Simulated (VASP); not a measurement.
## Al3Cu: single point with PBEsol

The system is Al3Cu.

```xyz
4
Lattice="2.6963 0.0000 0.0000 0.0000 2.8631 0.0000 0.0000 0.0000 7.6030" Properties=species:S:1:pos:R:3 pbc="T T T"
Al    0.0000    0.0000    3.8015
Al    1.3481    1.4315    1.6779
Al    1.3481    1.4315    5.9251
Cu    0.0000    0.0000    0.0000
```

This cell differs from its parent crystal: strain -0.0300 x Voigt [1, -1, 0, 0, 0, 0].

- Program: VASP 6.6.1
- Task: single point
- Functional: PBEsol
- Potentials or basis: VASP PAW PBE potentials, release 64 (Al, Cu)
- Cutoff: 520 eV
- k mesh: 18 × 18 × 6
- Occupations: gaussian, width 0.15 eV
- Spin: no spin polarisation
- Dipole correction: no
- Further INCAR settings: ALGO = Fast; EDIFF = 1e-07; NBANDS = 18

```json
{
 "Pressure": "0.6 GPa",
 "Largest force": "0.045 eV/Å",
 "Band gap on the k mesh": "zero (bands 10 and 11 overlap by 6.34 eV)"
}
```

Forces on the atoms (eV/Å):
```
Al   0.000  0.000  0.000
Al   0.000  0.000  0.045
Al   0.000  0.000 -0.045
Cu   0.000  0.000  0.000
```

Stress tensor (GPa, compression positive):
```
 4.46  0.00  0.00
 0.00 -2.29  0.00
 0.00  0.00 -0.30
```

Levels at points of the mesh, in eV from the Fermi level:
| k point | band 7 | band 8 | band 9 | band 10 | band 11 | band 12 | band 13 | band 14 |
| --- | --- | --- | --- | --- | --- | --- | --- | --- |
| (0.00, 0.00, 0.00) | -3.57 | -3.27 | -1.83 | 0.44 | 5.53 | 6.21 | 7.75 | 7.84 |
| (0.50, 0.00, 0.00) | -3.84 | -3.63 | -3.57 | -2.13 | -1.62 | 2.87 | 4.17 | 4.24 |
| (0.00, 0.50, 0.00) | -3.82 | -3.63 | -3.50 | -2.61 | -2.20 | 2.41 | 3.56 | 3.62 |
| (0.50, 0.50, 0.00) | -2.46 | -0.42 | -0.35 | 0.03 | 0.25 | 0.32 | 0.74 | 0.76 |
| (0.00, 0.00, 0.50) | -3.57 | -3.56 | -3.27 | 4.01 | 5.52 | 6.14 | 6.19 | 6.20 |
| (0.50, 0.00, 0.50) | -3.87 | -3.63 | -2.51 | -0.79 | -0.72 | 0.37 | 1.07 | 8.87 |
| (0.00, 0.50, 0.50) | -3.63 | -3.50 | -2.78 | -1.31 | -1.30 | -0.23 | 0.47 | 8.36 |
| (0.50, 0.50, 0.50) | -1.69 | -1.68 | -1.56 | -0.50 | -0.46 | 0.65 | 1.62 | 3.28 |

Run time: 17 min on 1 thread of Intel Xeon 8259CL, with other jobs on the host, peak memory 0.49 GiB.

Caveat: the cell differs from its parent crystal (strain -0.0300 x Voigt [1, -1, 0, 0, 0, 0]); the PAW data sets were made with another functional, which shifts forces and pressure a little.
